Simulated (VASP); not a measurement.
# VO2 (P4_2/mnm) in VASP: further runs

Runs on VO2. Level: r2SCAN. Tasks: single point.

All numbers are computed with VASP 6.6.1; they aren't measurements. Logs are shortened: lines on timing, memory, paths and dates and some standing lists are left out, and cuts for length are marked.

### 1 The cell of the first run

Symmetry: P4_2/mnm, No. 136, tetragonal system. The conventional cell has a = 4.550 Å, b = 4.550 Å, c = 2.850 Å, α = 90.00°, β = 90.00°, γ = 90.00°. Within 2.5 Å of V (site symmetry mmm) lie 6 O at 1.92 to 1.93 Å. O (site symmetry m2m) has 3 V at 1.92 to 1.93 Å and 1 O at 2.57 Å within 2.6 Å.

### 2 Single point, r2SCAN, collinear spin, antiferromagnetic start

Contents of POSCAR:

```
VO2
1.0
    4.5500000000      0.0000000000      0.0000000000
    0.0000000000      4.5500000000      0.0000000000
    0.0000000000      0.0000000000      2.8500000000
V O
2 4
Direct
    0.0000000000      0.0000000000      0.0000000000
    0.5000000000      0.5000000000      0.5000000000
    0.3000000000      0.3000000000      0.0000000000
    0.7000000000      0.7000000000      0.0000000000
    0.8000000000      0.2000000000      0.5000000000
    0.2000000000      0.8000000000      0.5000000000
```

Contents of INCAR.step1:

```
SYSTEM = VO2
PREC = Accurate
ENCUT = 660
ISMEAR = -1
SIGMA = 0.1
LREAL = .False.
LASPH = .True.
NELM = 200
ISPIN = 2
MAGMOM = 1 -1 0 0 0 0
LMAXMIX = 4
NBANDS = 38
GGA = PE
ALGO = Normal
EDIFF = 1E-5
LWAVE = .True.
LCHARG = .False.
GGA_COMPAT = .False.
```

Contents of INCAR.step2:

```
SYSTEM = VO2
PREC = Accurate
ENCUT = 660
EDIFF = 1E-6
ISMEAR = -1
SIGMA = 0.1
LREAL = .False.
LASPH = .True.
NELM = 200
ALGO = Normal
ISIF = 2
LWAVE = .False.
LCHARG = .True.
ISPIN = 2
MAGMOM = 1 -1 0 0 0 0
LORBIT = 11
LMAXMIX = 4
METAGGA = R2SCAN
LMIXTAU = .True.
LELF = .True.
LVHAR = .True.
NBANDS = 38
ISTART = 1
GGA_COMPAT = .False.
```

Contents of KPOINTS:

```
Automatic mesh
0
Gamma
  3 3 4
  0 0 0
```

Potentials or basis: VASP PAW PBE potentials, release 64 (V_sv, O).

Started as:

```
$ cat potpaw_PBE.64/V_sv/POTCAR potpaw_PBE.64/O/POTCAR > POTCAR
$ cp INCAR.step1 INCAR
$ mpirun -np 1 vasp_std > vasp.out
$ cp INCAR.step2 INCAR
$ mpirun -np 1 vasp_std > vasp.out
```

OUTCAR:

```text
SYSTEM = VO2
   PREC = Accurate
   ENCUT = 660
   EDIFF = 1E-6
   ISMEAR = -1
   LREAL = .False.
   LASPH = .True.
   NELM = 200
   ISIF = 2
   ISPIN = 2
   LORBIT = 11
   METAGGA = R2SCAN
   ISTART = 1

 ion  position               nearest neighbor table
   1  0.000  0.000  0.000-   5 1.92   6 1.92   5 1.92   6 1.92   3 1.93   4 1.93
   2  0.500  0.500  0.500-   3 1.92   4 1.92   3 1.92   4 1.92   5 1.93   6 1.93
   3  0.300  0.300  0.000-   2 1.92   2 1.92   1 1.93
   4  0.700  0.700  0.000-   2 1.92   2 1.92   1 1.93
   5  0.800  0.200  0.500-   1 1.92   1 1.92   2 1.93
   6  0.200  0.800  0.500-   1 1.92   1 1.92   2 1.93

  LATTYP: Found a simple tetragonal cell.
 ALAT       =     4.5500000000
 C/A-ratio  =     0.6263736264

  Lattice vectors:

 A1 = (   4.5500000000,   0.0000000000,   0.0000000000)
 A2 = (   0.0000000000,   4.5500000000,   0.0000000000)
 A3 = (   0.0000000000,   0.0000000000,   2.8500000000)

Analysis of symmetry for initial positions (statically):
=====================================================================
 Subroutine PRICEL returns:
 Original cell was already a primitive cell.

 Routine SETGRP: Setting up the symmetry group for a
 simple tetragonal supercell.

 Subroutine GETGRP returns: Found 16 space group operations
 (whereof  8 operations were pure point group operations)
 out of a pool of 16 trial point group operations.

The static configuration has the point symmetry D_2h.
 The point group associated with its full space group is D_4h.

Analysis of symmetry for dynamics (positions and initial velocities):
=====================================================================
 Subroutine PRICEL returns:
 Original cell was already a primitive cell.

 Routine SETGRP: Setting up the symmetry group for a
 simple tetragonal supercell.

 Subroutine GETGRP returns: Found 16 space group operations
 (whereof  8 operations were pure point group operations)
 out of a pool of 16 trial point group operations.

The dynamic configuration has the point symmetry D_2h.
 The point group associated with its full space group is D_4h.

Analysis of structural, dynamic, and magnetic symmetry:
=====================================================================
 Subroutine PRICEL returns:
 Original cell was already a primitive cell.

 Routine SETGRP: Setting up the symmetry group for a
 simple tetragonal supercell.

 Subroutine GETGRP returns: Found 16 space group operations
 (whereof  8 operations were pure point group operations)
 out of a pool of 16 trial point group operations.

The overall configuration has the point symmetry D_2h.
 The point group associated with its full space group is D_4h.

 Subroutine INISYM returns: Found 16 space group operations
 (whereof  8 operations are pure point group operations),
 and found     1 'primitive' translations

----------------------------------------------------------------------------------------

                                     Primitive cell

  volume of cell :      59.0021

  direct lattice vectors                    reciprocal lattice vectors
     4.550000000  0.000000000  0.000000000     0.219780220  0.000000000  0.000000000
     0.000000000  4.550000000  0.000000000     0.000000000  0.219780220  0.000000000
     0.000000000  0.000000000  2.850000000     0.000000000  0.000000000  0.350877193

  length of vectors
     4.550000000  4.550000000  2.850000000     0.219780220  0.219780220  0.350877193

  position of ions in fractional coordinates (direct lattice)
     0.000000000  0.000000000  0.000000000
     0.500000000  0.500000000  0.500000000
     0.300000000  0.300000000  0.000000000
     0.700000000  0.700000000  0.000000000
     0.800000000  0.200000000  0.500000000
     0.200000000  0.800000000  0.500000000

  ion indices of the primitive-cell ions
   primitive index   ion index
                 1           1
                 2           2
                 3           3
                 4           4
                 5           5
                 6           6

----------------------------------------------------------------------------------------

 KPOINTS: Automatic mesh

[... 31 lines left out ...]
  0.333333  0.000000  0.500000      4.000000
  0.333333  0.333333  0.500000      4.000000
   k-points           NKPTS =      9   k-points in BZ     NKDIM =      9   number of bands    NBANDS=     38
   number of dos      NEDOS =    301   number of ions     NIONS =      6
   total plane-waves  NPLWV =  38400
   dimension x,y,z NGX =    40 NGY =   40 NGZ =   24
   dimension x,y,z NGXF=    80 NGYF=   80 NGZF=   48
   ions per type =               2   4
   NGX,Y,Z   is equivalent  to a cutoff of  14.62, 14.62, 14.00 a.u.
   NGXF,Y,Z  is equivalent  to a cutoff of  29.23, 29.23, 28.00 a.u.
 SYSTEM =  VO2
   PREC   = accura    normal or accurate (medium, high low for compatibility)
   ISTART =      1    job   : 0-new  1-cont  2-samecut
   ICHARG =      0    charge: 1-file 2-atom 10-const
   ISPIN  =      2    spin polarized calculation?
   LNONCOLLINEAR =      F non collinear calculations
   LSORBIT =      F    spin-orbit coupling
   LASPH  =      T    aspherical Exc in radial PAW
   ENCUT  =  660.0 eV  48.51 Ry    6.96 a.u.   9.53  9.53  5.97*2*pi/ulx,y,z
   NELM   =    200;   NELMIN=  2; NELMDL=  0     # of ELM steps
   EDIFF  = 0.1E-05   stopping-criterion for ELM
   LREAL  =      F    real-space projection
   EDIFFG = 0.1E-04   stopping-criterion for IOM
   NSW    =      0    number of steps for IOM
   IBRION =     -1    ionic relax: 0-MD 1-quasi-New 2-CG
   NFREE  =      0    steps in history (QN), initial steepest desc. (CG)
   ISIF   =      2    stress and relaxation
   ISYM   =      2    0-nonsym 1-usesym 2-fastsym
   POTIM  = 0.5000    time-step for ionic-motion
   TEBEG  =    0.0;   TEEND  =   0.0 temperature during run
   PSTRESS=    0.0 pullay stress
   NELECT =      50.0000    total number of electrons
   NUPDOWN=      -1.0000    fix difference up-down
   EMIN   =  10.00;   EMAX   =-10.00  energy-range for DOS
   EFERMI =   0.00;   METHOD = LEGACY
   ISMEAR =    -1;   SIGMA  =   0.10  broadening in eV -4-tet -1-fermi 0-gaus
   EFERMI_NEDOS =   21; number of points for ismear=-14 and -15
   IALGO  =     38    algorithm
   IMIX   =      4    mixing-type and parameters
     AMIX     =   0.40;   BMIX     =  1.00
     AMIX_MAG =   1.60;   BMIX_MAG =  1.00
  volume/ion in A,a.u.               =       9.83        66.36
  Fermi-wavevector in a.u.,A,eV,Ry     =   1.549205  2.927573 32.654483  2.400037
  Thomas-Fermi vector in A             =   2.654046
   LORBIT       =     11    0 simple, 1 ext, 2 COOP (PROOUT), +10 PAW based schemes
   METAGGA = R2SCAN    functional components
   LHFCALC =     F    Hartree Fock is set to
   AEXX    =    0.0000 exact exchange contribution
   IVDW    =     0    specifies the selected vdW correction
   LEPSILON=     F    determine dielectric tensor
   LRPA    =     F    only Hartree local field effects (RPA)
 spin polarized calculation
  energy-cutoff  :      660.00
  volume of cell :       59.00
 maximum number of plane-waves:      2324
 NGX is ok and might be reduce to    40
   NGX = 19   NGY = 19   NGZ = 11

 number of electron      49.9999989 magnetization       0.0000000

 number of electron      49.9999989 magnetization      -0.0000000

 Free energy of the ion-electron system (eV)
  ---------------------------------------------------
  ext. energy  EPLUGINS =         0.00000000
  ---------------------------------------------------
  free energy    TOTEN  =       -67.79559927 eV

  energy without entropy =      -67.67436905  energy(sigma->0) =      -67.73498416

 E-fermi :   6.1092     XC(G=0): -12.5705

 val. band max:        6.0285422566   @ k =   0.3333   0.3333   0.2500
 cond. band min:       6.2650133243   @ k =   0.0000   0.0000   0.2500
 fundamental gap:      0.2364710677
 Fermi energy:         6.1091957736

 spin component 1

 k-point     1 :       0.0000    0.0000    0.0000
  band No.  band energies     occupation
      1     -62.5535      1.00000
      2     -61.5137      1.00000
      3     -35.2509      1.00000
      4     -35.2422      1.00000
      5     -35.1605      1.00000
      6     -34.5211      1.00000
[... 349 lines left out ...]
     36      18.2423      0.00000
     37      19.0481      0.00000
 Fermi energy:         6.1091957736

 spin component 2

 k-point     1 :       0.0000    0.0000    0.0000
  band No.  band energies     occupation
      1     -62.5535      1.00000
      2     -61.5137      1.00000
      3     -35.2509      1.00000
      4     -35.2422      1.00000
      5     -35.1605      1.00000
      6     -34.5211      1.00000
[... 349 lines left out ...]
     36      18.1986      0.00000
     37      19.1842      0.00000
 [bands above 37 left out]

------------------------ aborting loop because EDIFF is reached ----------------------------------------

  FORCE on cell =-STRESS in cart. coord.  units (eV):
  Direction    XX          YY          ZZ          XY          YZ          ZX
  --------------------------------------------------------------------------------------
  -------------------------------------------------------------------------------------
  Total       -0.4591510     -0.4591510     -1.1386412     -0.0000000      0.0000000      0.0000000
  in kB      -12.4680474    -12.4680474    -30.9193116     -0.0000000      0.0000000      0.0000000
  external PRESSURE =     -18.6184688 kB  Pullay stress =       0.0000000 kB

 VOLUME and BASIS-vectors are now :
 -----------------------------------------------------------------------------
  energy-cutoff  :      660.00
  volume of cell :       59.00
      direct lattice vectors                 reciprocal lattice vectors
     4.550000000  0.000000000  0.000000000     0.219780220  0.000000000  0.000000000
     0.000000000  4.550000000  0.000000000     0.000000000  0.219780220  0.000000000
     0.000000000  0.000000000  2.850000000     0.000000000  0.000000000  0.350877193

 POSITION                                       TOTAL-FORCE (eV/Angst)
 -----------------------------------------------------------------------------------
      0.00000      0.00000      0.00000        -0.000000     -0.000000      0.000000
      2.27500      2.27500      1.42500        -0.000000     -0.000000      0.000000
      1.36500      1.36500      0.00000         0.138449      0.138449     -0.000000
      3.18500      3.18500      0.00000        -0.138449     -0.138449      0.000000
      3.64000      0.91000      1.42500         0.138449     -0.138449     -0.000000
      0.91000      3.64000      1.42500        -0.138449      0.138449      0.000000
 -----------------------------------------------------------------------------------
    total drift:                               -0.000000      0.000000     -0.000000

  FREE ENERGIE OF THE ION-ELECTRON SYSTEM (eV)
  ---------------------------------------------------
  free  energy   TOTEN  =       -67.7955992664 eV

  energy  without entropy=      -67.6743690537  energy(sigma->0) =      -67.73498416

 total charge

# of ion       s       p       d       tot
------------------------------------------
    1        2.275   6.335   2.847  11.457
    2        2.275   6.335   2.847  11.457
    3        1.573   3.512   0.000   5.085
    4        1.573   3.512   0.000   5.085
    5        1.573   3.512   0.000   5.085
    6        1.573   3.512   0.000   5.085
--------------------------------------------------
tot         10.843  26.718   5.694  43.255

 magnetization (x)

# of ion       s       p       d       tot
------------------------------------------
    1        0.007   0.004   0.770   0.781
    2       -0.007  -0.004  -0.770  -0.781
    3        0.001   0.030   0.000   0.031
    4        0.001   0.030   0.000   0.031
    5       -0.001  -0.030   0.000  -0.031
    6       -0.001  -0.030   0.000  -0.031
--------------------------------------------------
tot          0.000   0.000  -0.000  -0.000
```

Wall time 4.5 min (1 thread of Intel Xeon Platinum 8259CL at 2.50GHz (Skylake/Cascade Lake), shared host); peak memory 0.25 GiB.

Results:

```
Free energy                                           : -67.7956 eV
Pressure                                              : -1.9 GPa
Largest force                                         : 0.196 eV/Å
Band gap on the k mesh                                : zero (filled and empty bands overlap)
Net moment                                            : 0.00 μB per cell
Site moments                                          : V +0.78, -0.78; O +0.03, -0.03 (each value once) μB
Valence electrons inside the program's atomic spheres : V 11.46; O 5.08
```

Forces in eV/Å, atoms in the order of the input:
```
V    0.000  0.000  0.000
V    0.000  0.000  0.000
O    0.138  0.138  0.000
O   -0.138 -0.138  0.000
O    0.138 -0.138  0.000
O   -0.138  0.138  0.000
```

Stress tensor (GPa, compression positive):
```
-1.25  0.00  0.00
 0.00 -1.25  0.00
 0.00  0.00 -3.09
```

Caveat: the k points lie up to 0.55 Å⁻¹ apart, too coarse for converged energies and pressures of a metal; the PAW data sets were made with another functional, which shifts forces and pressure a little; semilocal functionals often make such compounds metallic where correlation or magnetic order opens a gap, which also shifts bond lengths. With open d or f shells a metallic result of r2SCAN can be an artefact of self-interaction; +U or a hybrid may open a gap.

### 3 Single point, r2SCAN, collinear spin, antiferromagnetic start

POSCAR is that of step 2.

Contents of INCAR.step1:

```
ALGO = Normal
EDIFF = 1E-5
ENCUT = 660
GGA = PE
GGA_COMPAT = F
ISMEAR = -1
ISPIN = 2
LASPH = T
LCHARG = F
LMAXMIX = 4
LREAL = F
LWAVE = T
MAGMOM = 1 -1 0 0 0 0
NBANDS = 38
NELM = 200
PREC = Accurate
SIGMA = 0.1
```

Contents of INCAR.step2:

```
ALGO = Normal
EDIFF = 1E-6
ENCUT = 660
GGA_COMPAT = F
ISIF = 2
ISMEAR = -1
ISPIN = 2
ISTART = 1
LASPH = T
LCHARG = F
LMAXMIX = 4
LMIXTAU = T
LORBIT = 11
LREAL = F
LWAVE = F
MAGMOM = 1 -1 0 0 0 0
METAGGA = R2SCAN
NBANDS = 38
NELM = 200
PREC = Accurate
SIGMA = 0.1
```

Contents of KPOINTS:

```
k-points
0
Gamma
  3 3 4
```

Potentials or basis: VASP PAW PBE potentials, release 64 (V_sv, O).

Started as:

```
$ cat potpaw_PBE.64/V_sv/POTCAR potpaw_PBE.64/O/POTCAR > POTCAR
$ cp INCAR.step1 INCAR
$ mpirun -np 1 vasp_std > vasp.out
$ cp INCAR.step2 INCAR
$ mpirun -np 1 vasp_std > vasp.out
```

It took 4.6 min on 1 thread of Intel Xeon Platinum 8259CL at 2.50GHz (Skylake/Cascade Lake), shared host; peak memory 0.25 GiB.

The run converged. Its results:

| Property | Result |
| --- | --- |
| Free energy | -67.7956 eV |
| Pressure | -1.9 GPa |
| Largest force | 0.196 eV/Å |
| Band gap on the k mesh | zero (filled and empty bands overlap) |
| Net moment | 0.00 μB per cell |
| Site moments | V +0.78, -0.78; O +0.03, -0.03 (each value once) μB |
| Valence electrons inside the program's atomic spheres | V 11.46; O 5.08 |

Forces in eV/Å, atoms in the order of the input:
```
V    0.000  0.000  0.000
V    0.000  0.000  0.000
O    0.138  0.138  0.000
O   -0.138 -0.138  0.000
O    0.138 -0.138  0.000
O   -0.138  0.138  0.000
```

Stress tensor (GPa, compression positive):
```
-1.25  0.00  0.00
 0.00 -1.25  0.00
 0.00  0.00 -3.09
```

Levels at points of the mesh, in eV from the Fermi level:
Spin up:
| k point | band 22 | band 23 | band 24 | band 25 | band 26 | band 27 | band 28 | band 29 |
| --- | --- | --- | --- | --- | --- | --- | --- | --- |
| (0.00, 0.00, 0.00) | -2.12 | -2.08 | -1.56 | -0.78 | -0.60 | 0.36 | 0.37 | 1.43 |
| (0.00, 0.00, 0.50) | -4.08 | -3.33 | -3.21 | 0.74 | 0.84 | 0.84 | 1.24 | 1.88 |
Spin down:
| k point | band 22 | band 23 | band 24 | band 25 | band 26 | band 27 | band 28 | band 29 |
| --- | --- | --- | --- | --- | --- | --- | --- | --- |
| (0.00, 0.00, 0.00) | -2.12 | -2.08 | -1.56 | -0.78 | -0.60 | 0.36 | 0.37 | 1.43 |
| (0.00, 0.00, 0.50) | -4.08 | -3.33 | -3.21 | 0.74 | 0.84 | 0.84 | 1.24 | 1.88 |

Caveat: the k points lie up to 0.55 Å⁻¹ apart, too coarse for converged energies and pressures of a metal; the PAW data sets were made with another functional, which shifts forces and pressure a little; semilocal functionals often make such compounds metallic where correlation or magnetic order opens a gap, which also shifts bond lengths. With open d or f shells a metallic result of r2SCAN can be an artefact of self-interaction; +U or a hybrid may open a gap.

The gap in the log of VASP goes by the Fermi energy; the results here count the filled bands.